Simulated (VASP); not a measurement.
# AgCl (Cmcm) in VASP: further runs

The runs below take AgCl through single point, with PBE.

Everything below comes from runs of VASP 6.6.1. Logs are shortened: lines on timing, memory, paths and dates and some standing lists are left out, and cuts for length are marked.

## (1) The cell of the first run

Symmetry: Cmcm, No. 63, orthorhombic system. Conventional cell: a = 3.742 Å, b = 11.113 Å, c = 3.924 Å, α = 90.00°, β = 90.00°, γ = 90.00°. Ag (site symmetry m2m) has 7 Cl at 2.73 to 3.24 Å and 6 Ag at 3.02 to 3.92 Å within 4.0 Å. Within 4.0 Å of Cl (site symmetry m2m) lie 7 Ag at 2.73 to 3.24 Å and 10 Cl at 3.58 to 3.92 Å.

## (2) Single point, PBE

The input, INCAR:

```
SYSTEM = AgCl
PREC     = Accurate       ! precision mode
ENCUT    = 520            ! plane-wave cutoff, eV
EDIFF    = 1E-6           ! SCF threshold, eV
ISMEAR   = -1             ! smearing method
SIGMA    = 0.03           ! smearing width, eV
LREAL    = .False.        ! projectors in reciprocal space
LASPH    = .True.         ! aspherical terms in the spheres
NELM     = 80             ! most SCF steps
ALGO     = Normal         ! electronic algorithm
ISIF     = 2              ! what is computed and relaxed
LWAVE    = .False.        ! write WAVECAR
LCHARG   = .False.        ! write CHGCAR
GGA      = PE             ! functional
NBANDS   = 26             ! bands
```

The input, KPOINTS:

```
regular mesh
0
Gamma
  9 9 8
  0 0 0
```

The input, POSCAR:

```
AgCl
1.0
    1.8709097030     -5.5565952358      0.0000000000
    1.8709097030      5.5565952358      0.0000000000
    0.0000000000      0.0000000000      3.9240373500
Ag Cl
2 2
Direct
    0.3965554000      0.6034446000      0.7500000000
    0.6034446000      0.3965554000      0.2500000000
    0.8654487300      0.1345512700      0.2500000000
    0.1345512700      0.8654487300      0.7500000000
```

Potentials or basis: VASP PAW PBE potentials, release 64 (Ag, Cl).

Launch:

```console
cat potpaw_PBE.64/Ag/POTCAR potpaw_PBE.64/Cl/POTCAR > POTCAR
mpirun -np 1 vasp_std > vasp.out
```

OUTCAR:

```text
SYSTEM = AgCl
   PREC = Accurate
   ENCUT = 520
   EDIFF = 1E-6
   ISMEAR = -1
   LREAL = .False.
   LASPH = .True.
   NELM = 80
   ISIF = 2
   GGA = PE

 ion  position               nearest neighbor table
   1  0.397  0.603  0.750-   3 2.73   3 2.73   3 2.73   3 2.73   4 2.91   2 3.02   2 3.02
   2  0.603  0.397  0.250-   4 2.73   4 2.73   4 2.73   4 2.73   3 2.91   1 3.02   1 3.02
   3  0.865  0.135  0.250-   1 2.73   1 2.73   1 2.73   1 2.73   2 2.91
   4  0.135  0.865  0.750-   2 2.73   2 2.73   2 2.73   2 2.73   1 2.91

  LATTYP: Found a base centered orthorhombic cell.
 ALAT       =     3.7418194060
 B/A-ratio  =     2.9699964819
 C/A-ratio  =     1.0486976853

  Lattice vectors:

 A1 = (   1.8709097030,  -5.5565952358,   0.0000000000)
 A2 = (   1.8709097030,   5.5565952358,   0.0000000000)
 A3 = (   0.0000000000,   0.0000000000,   3.9240373500)

Analysis of symmetry for initial positions (statically):
=====================================================================
 Subroutine PRICEL returns:
 Original cell was already a primitive cell.

 Routine SETGRP: Setting up the symmetry group for a
 base centered orthorhombic supercell.

 Subroutine GETGRP returns: Found  8 space group operations
 (whereof  4 operations were pure point group operations)
 out of a pool of  8 trial point group operations.

The static configuration has the point symmetry C_2h.
 The point group associated with its full space group is D_2h.

Analysis of symmetry for dynamics (positions and initial velocities):
=====================================================================
 Subroutine PRICEL returns:
 Original cell was already a primitive cell.

 Routine SETGRP: Setting up the symmetry group for a
 base centered orthorhombic supercell.

 Subroutine GETGRP returns: Found  8 space group operations
 (whereof  4 operations were pure point group operations)
 out of a pool of  8 trial point group operations.

The dynamic configuration has the point symmetry C_2h.
 The point group associated with its full space group is D_2h.

 Subroutine INISYM returns: Found  8 space group operations
 (whereof  4 operations are pure point group operations),
 and found     1 'primitive' translations

----------------------------------------------------------------------------------------

                                     Primitive cell

  volume of cell :      81.5877

  direct lattice vectors                    reciprocal lattice vectors
     1.870909703 -5.556595236  0.000000000     0.267249670 -0.089983160  0.000000000
     1.870909703  5.556595236  0.000000000     0.267249670  0.089983160  0.000000000
     0.000000000  0.000000000  3.924037350     0.000000000  0.000000000  0.254839572

  length of vectors
     5.863109562  5.863109562  3.924037350     0.281991764  0.281991764  0.254839572

  position of ions in fractional coordinates (direct lattice)
     0.396555400  0.603444600  0.750000000
     0.603444600  0.396555400  0.250000000
     0.865448730  0.134551270  0.250000000
     0.134551270  0.865448730  0.750000000

  ion indices of the primitive-cell ions
   primitive index   ion index
                 1           1
                 2           2
                 3           3
                 4           4

----------------------------------------------------------------------------------------

 KPOINTS: regular mesh

Automatic generation of k-mesh.
 Grid dimensions read from file:
 generate k-points for:    9    9    8

 Generating k-lattice:

  Cartesian coordinates                     Fractional coordinates (reciprocal lattice)
     0.029694408 -0.009998129  0.000000000     0.111111111  0.000000000  0.000000000
     0.029694408  0.009998129  0.000000000     0.000000000  0.111111111  0.000000000
     0.000000000  0.000000000  0.031854947     0.000000000  0.000000000  0.125000000

  Length of vectors
     0.031332418  0.031332418  0.031854947

  Shift w.r.t. Gamma in fractional coordinates (k-lattice)
     0.000000000  0.000000000  0.000000000

 Subroutine IBZKPT returns following result:
 ===========================================

 Found    125 irreducible k-points:

 Following reciprocal coordinates:
            Coordinates               Weight
  0.000000  0.000000  0.000000      1.000000
  0.111111  0.000000  0.000000      4.000000
  0.222222 -0.000000  0.000000      4.000000
  0.333333  0.000000  0.000000      4.000000
  0.444444 -0.000000  0.000000      4.000000
  0.111111  0.111111  0.000000      2.000000
[... 16 lines left out ...]
 -0.333333  0.333333  0.000000      2.000000
  0.444444  0.444444  0.000000      2.000000
 [... further k-points ...]
   k-points           NKPTS =    125   k-points in BZ     NKDIM =    125   number of bands    NBANDS=     26
   number of dos      NEDOS =    301   number of ions     NIONS =      4
   total plane-waves  NPLWV =  69120
   dimension x,y,z NGX =    48 NGY =   48 NGZ =   30
   dimension x,y,z NGXF=    96 NGYF=   96 NGZF=   60
   ions per type =               2   2
   NGX,Y,Z   is equivalent  to a cutoff of  13.61, 13.61, 12.71 a.u.
   NGXF,Y,Z  is equivalent  to a cutoff of  27.22, 27.22, 25.42 a.u.
 SYSTEM =  AgCl
   PREC   = accura    normal or accurate (medium, high low for compatibility)
   ISTART =      0    job   : 0-new  1-cont  2-samecut
   ICHARG =      2    charge: 1-file 2-atom 10-const
   ISPIN  =      1    spin polarized calculation?
   LNONCOLLINEAR =      F non collinear calculations
   LSORBIT =      F    spin-orbit coupling
   LASPH  =      T    aspherical Exc in radial PAW
   ENCUT  =  520.0 eV  38.22 Ry    6.18 a.u.  10.90 10.90  7.30*2*pi/ulx,y,z
   NELM   =     80;   NELMIN=  2; NELMDL= -5     # of ELM steps
   EDIFF  = 0.1E-05   stopping-criterion for ELM
   LREAL  =      F    real-space projection
   EDIFFG = 0.1E-04   stopping-criterion for IOM
   NSW    =      0    number of steps for IOM
   IBRION =     -1    ionic relax: 0-MD 1-quasi-New 2-CG
   NFREE  =      0    steps in history (QN), initial steepest desc. (CG)
   ISIF   =      2    stress and relaxation
   ISYM   =      2    0-nonsym 1-usesym 2-fastsym
   POTIM  = 0.5000    time-step for ionic-motion
   TEBEG  =    0.0;   TEEND  =   0.0 temperature during run
   PSTRESS=    0.0 pullay stress
   NELECT =      36.0000    total number of electrons
   NUPDOWN=      -1.0000    fix difference up-down
   EMIN   =  10.00;   EMAX   =-10.00  energy-range for DOS
   EFERMI =   0.00;   METHOD = LEGACY
   ISMEAR =    -1;   SIGMA  =   0.03  broadening in eV -4-tet -1-fermi 0-gaus
   EFERMI_NEDOS =   21; number of points for ismear=-14 and -15
   IALGO  =     38    algorithm
   IMIX   =      4    mixing-type and parameters
     AMIX     =   0.40;   BMIX     =  1.00
     AMIX_MAG =   1.60;   BMIX_MAG =  1.00
  volume/ion in A,a.u.               =      20.40       137.65
  Fermi-wavevector in a.u.,A,eV,Ry     =   1.246333  2.355228 21.134554  1.553346
  Thomas-Fermi vector in A             =   2.380515
   LORBIT       =      0    0 simple, 1 ext, 2 COOP (PROOUT), +10 PAW based schemes
   GGA     = PE    functional components
   LHFCALC =     F    Hartree Fock is set to
   AEXX    =    0.0000 exact exchange contribution
   IVDW    =     0    specifies the selected vdW correction
   LEPSILON=     F    determine dielectric tensor
   LRPA    =     F    only Hartree local field effects (RPA)
 non-spin polarized calculation
  energy-cutoff  :      520.00
  volume of cell :       81.59
 maximum number of plane-waves:      2222
 NGX is ok and might be reduce to    48
   NGX = 21   NGY = 21   NGZ = 15

 number of electron      36.0000004 magnetization

 Free energy of the ion-electron system (eV)
  ---------------------------------------------------
  ext. energy  EPLUGINS =         0.00000000
  ---------------------------------------------------
  free energy    TOTEN  =       -10.64728812 eV

  energy without entropy =      -10.64728630  energy(sigma->0) =      -10.64728721

 E-fermi :   4.5169     XC(G=0): -10.2525

 val. band max:        4.2366496737   @ k =   0.2222   0.2222   0.0000
 cond. band min:       4.7232979912   @ k =   0.0000   0.0000   0.0000
 fundamental gap:      0.4866483176
 Fermi energy:         4.5169308113

 k-point     1 :       0.0000    0.0000    0.0000
  band No.  band energies     occupation
      1     -10.9175      2.00000
      2     -10.3129      2.00000
      3      -0.2705      2.00000
      4       0.8016      2.00000
      5       1.0085      2.00000
      6       1.1346      2.00000
[... 18 lines left out ...]
     25      14.4251      0.00000
     26      15.3034      0.00000

 k-point     2 :       0.1111    0.0000    0.0000
  band No.  band energies     occupation
      1     -10.8738      2.00000
      2     -10.2994      2.00000
      3      -0.2675      2.00000
      4       0.5205      2.00000
      5       0.5685      2.00000
      6       0.8576      2.00000
[... 18 lines left out ...]
     25      14.8618      0.00000
     26      15.1536      0.00000

 k-point     3 :       0.2222   -0.0000    0.0000
  band No.  band energies     occupation
      1     -10.7565      2.00000
      2     -10.2679      2.00000
      3      -0.2616      2.00000
      4      -0.1212      2.00000
      5       0.1286      2.00000
      6       0.1658      2.00000
[... 18 lines left out ...]
     25      14.6068      0.00000
     26      15.4201      0.00000

 k-point     4 :       0.3333    0.0000    0.0000
  band No.  band energies     occupation
      1     -10.6064      2.00000
      2     -10.2414      2.00000
      3      -0.7396      2.00000
      4      -0.5283      2.00000
      5      -0.1697      2.00000
      6      -0.1330      2.00000
[... 18 lines left out ...]
     25      13.9413      0.00000
     26      15.4161      0.00000
[... 496 lines left out ...]
      1     -10.6896      2.00000
      2     -10.4875      2.00000
      3      -0.0783      2.00000
      4       0.2290      2.00000
      5       0.7347      2.00000
      6       0.9004      2.00000
[... 18 lines left out ...]
     25      14.4992      0.00000
     26      15.6932      0.00000

 k-point    23 :      -0.3333    0.3333    0.0000
  band No.  band energies     occupation
      1     -10.7698      2.00000
      2     -10.4648      2.00000
      3      -0.1353      2.00000
      4       0.6300      2.00000
      5       0.9289      2.00000
      6       1.1402      2.00000
[... 18 lines left out ...]
     25      14.8096      0.00000
     26      15.1730      0.00000

 k-point    24 :       0.4444    0.4444    0.0000
  band No.  band energies     occupation
      1     -10.6051      2.00000
      2     -10.5726      2.00000
      3       0.0456      2.00000
      4       0.0821      2.00000
      5       0.7982      2.00000
      6       0.8400      2.00000
[... 18 lines left out ...]
     25      14.6811      0.00000
     26      15.6945      0.00000

 [... further k-points ...]

------------------------ aborting loop because EDIFF is reached ----------------------------------------

  FORCE on cell =-STRESS in cart. coord.  units (eV):
  Direction    XX          YY          ZZ          XY          YZ          ZX
  --------------------------------------------------------------------------------------
  -------------------------------------------------------------------------------------
  Total        0.7643817      0.8486291      0.7585615      0.0000000      0.0000000      0.0000000
  in kB       15.0105336     16.6649405     14.8962400      0.0000000      0.0000000      0.0000000
  external PRESSURE =      15.5239047 kB  Pullay stress =       0.0000000 kB

 VOLUME and BASIS-vectors are now :
 -----------------------------------------------------------------------------
  energy-cutoff  :      520.00
  volume of cell :       81.59
      direct lattice vectors                 reciprocal lattice vectors
     1.870909703 -5.556595236  0.000000000     0.267249670 -0.089983160  0.000000000
     1.870909703  5.556595236  0.000000000     0.267249670  0.089983160  0.000000000
     0.000000000  0.000000000  3.924037350     0.000000000  0.000000000  0.254839572

 POSITION                                       TOTAL-FORCE (eV/Angst)
 -----------------------------------------------------------------------------------
      1.87091      1.14960      2.94303         0.000000      0.014206      0.000000
      1.87091     -1.14960      0.98101         0.000000     -0.014206      0.000000
      1.87091     -4.06130      0.98101         0.000000      0.002309     -0.000000
      1.87091      4.06130      2.94303         0.000000     -0.002309     -0.000000
 -----------------------------------------------------------------------------------
    total drift:                                0.000000     -0.000000      0.000000

  FREE ENERGIE OF THE ION-ELECTRON SYSTEM (eV)
  ---------------------------------------------------
  free  energy   TOTEN  =       -10.6472881162 eV

  energy  without entropy=      -10.6472862968  energy(sigma->0) =      -10.64728721
```

Wall time 3.1 min (1 thread of Intel Xeon Platinum 8488C (Sapphire Rapids), shared host); peak memory 0.39 GiB.

What came out:

| Quantity | Value |
| --- | --- |
| Free energy | -10.6473 eV |
| Pressure | 1.6 GPa |
| Largest force | 0.014 eV/Å |
| Band gap on the k mesh | 0.49 eV (least direct gap 1.96 eV) |

Forces in eV/Å, atoms in the order of the input:
```
Ag   0.000  0.014  0.000
Ag   0.000 -0.014  0.000
Cl   0.000  0.002  0.000
Cl   0.000 -0.002  0.000
```

Stress tensor (GPa, compression positive):
```
1.50 0.00 0.00
0.00 1.67 0.00
0.00 0.00 1.49
```

Levels at points of the mesh, in eV from the valence-band top:
| k point | band 15 | band 16 | band 17 | band 18 | band 19 | band 20 | band 21 | band 22 |
| --- | --- | --- | --- | --- | --- | --- | --- | --- |
| (0.00, 0.00, 0.00) | -2.19 | -1.77 | -1.64 | -1.47 | 0.49 | 3.16 | 7.74 | 8.43 |
| (0.00, 0.00, 0.50) | -1.28 | -1.28 | -0.09 | -0.09 | 4.38 | 4.38 | 6.80 | 6.80 |

Caveat: an odd mesh through Γ misses points on the zone boundary, where band edges can lie.

## (3) Single point, PBE (19.58 Å³/atom)

This run uses another cell than the first one, of 19.58 Å³/atom.

The input, INCAR:

```
  PREC = Accurate
  ENCUT = 520
  EDIFF = 1E-6
  ISMEAR = -1
  SIGMA = 0.03
  LREAL = False
  LASPH = True
  NELM = 80
  ALGO = Normal
  ISIF = 2
  LWAVE = False
  LCHARG = False
  GGA = PE
  NBANDS = 26
```

The input, KPOINTS:

```
regular mesh
0
Gamma
  9 9 8
```

The input, POSCAR:

```
AgCl
1.0
    1.8456240398     -5.4814969051      0.0000000000
    1.8456240398      5.4814969051      0.0000000000
    0.0000000000      0.0000000000      3.8710033171
Ag Cl
2 2
Direct
    0.3965554000      0.6034446000      0.7500000000
    0.6034446000      0.3965554000      0.2500000000
    0.8654487300      0.1345512700      0.2500000000
    0.1345512700      0.8654487300      0.7500000000
```

Potentials or basis: VASP PAW PBE potentials, release 64 (Ag, Cl).

Launch:

```console
cat potpaw_PBE.64/Ag/POTCAR potpaw_PBE.64/Cl/POTCAR > POTCAR
mpirun -np 1 vasp_std > vasp.out
```

Wall time 6.7 min (1 thread of AMD EPYC 7R13, shared host); peak memory 0.35 GiB.

It converged, with:

- Free energy: -10.5897 eV
- Pressure: 4.0 GPa
- Largest force: 0.037 eV/Å
- Band gap on the k mesh: 0.49 eV (least direct gap 2.05 eV)

Forces in eV/Å, atoms in the order of the input:
```
Ag   0.000 -0.007  0.000
Ag   0.000  0.007  0.000
Cl   0.000  0.037  0.000
Cl   0.000 -0.037  0.000
```

Stress tensor (GPa, compression positive):
```
4.24 0.00 0.00
0.00 3.60 0.00
0.00 0.00 4.30
```

Levels at points of the mesh, in eV from the valence-band top:
```tsv
k point	band 16	band 17	band 18	band 19	band 20	band 21
(0.00, 0.00, 0.00)	-1.92	-1.74	-1.56	0.49	3.12	7.86
(0.00, 0.00, 0.50)	-1.35	-0.10	-0.10	4.46	4.46	6.77
```

Caveat: the cell stands under pressure; an odd mesh through Γ misses points on the zone boundary, where band edges can lie.
